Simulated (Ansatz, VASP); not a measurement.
# One calculation of SiNi2, two programs

```
Si Ni
1.0
     3.63636    0.00000    0.00000
    -1.81818    3.14918    0.00000
     0.00000    0.00000    4.62197
Si Ni
2 4
Direct
  0.33333 0.66667 0.75000
  0.66667 0.33333 0.25000
  0.00000 0.00000 0.00000
  0.00000 0.00000 0.50000
  0.33333 0.66667 0.25000
  0.66667 0.33333 0.75000
```

Change from the starting cell: equal strain along all axes, cell held, atoms relaxed: -6.0 %.

Alike in both runs: task single point; functional PBEsol; k mesh 12 × 12 × 8; occupations gaussian, width 0.1 eV; no spin polarisation.

|  | VASP | Ansatz |
| --- | --- | --- |
| version | VASP 6.6.1 | Ansatz 0.2.0 |
| potentials or method | VASP PAW PBE potentials, release 64 (Si, Ni), cutoff 520 eV | scalar-relativistic, plane waves, PAW |
| valence electrons in the cell | 48 | 80 |

```csv
,VASP,Ansatz,Ansatz less VASP
gap on the k mesh at the Fermi level (eV),none,none,-
pressure (GPa),65.2,64.9,-0.33
"traceless stress, the component that is largest in VASP (GPa)",-6.44,-6.20,+0.233
```

VASP's potentials were made for PBE, not for PBEsol. A gap of «none» marks a metal or a gap that the smearing closes. Both programs put the cell under a high pressure, so it lies far from rest at this level. VASP's potentials hold 48 valence electrons a cell and Ansatz's 80, so a difference there can come from the potentials and not from the codes.

Noted on VASP's run: the cell as given lies far from equilibrium.
